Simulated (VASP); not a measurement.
A run of VASP 6.6.1 is set up as follows.

The input INCAR:

```
PREC = Accurate ; ENCUT = 520
EDIFF = 1E-7 ; ISMEAR = 0
SIGMA = 0.1 ; LREAL = F
LASPH = T ; NELM = 100
ALGO = Normal ; ISIF = 2
LWAVE = F ; LCHARG = F
GGA = PE ; NBANDS = 20
```

File KPOINTS:

```
Automatic mesh
0
Gamma
  4 4 4
```

File POSCAR:

```
SbS3
1.0
   -2.9501677400      2.9501677400      2.9501677400
    2.9501677400     -2.9501677400      2.9501677400
    2.9501677400      2.9501677400     -2.9501677400
Sb S
1 3
Direct
    0.0000000000      0.0000000000      0.0000000000
    0.0000000000      0.5000000000      0.5000000000
    0.5000000000      0.0000000000      0.5000000000
    0.5000000000      0.5000000000      0.0000000000
```

Potentials or basis: VASP PAW PBE potentials, release 64 (Sb, S).

Launch:

```console
$ cat potpaw_PBE.64/Sb/POTCAR potpaw_PBE.64/S/POTCAR > POTCAR
$ mpirun -np 1 vasp_std > vasp.out
```

**Question.** Estimate the pressure.

**Answer.** -8.8 GPa.

Caveat: the k points lie up to 0.38 Å⁻¹ apart.
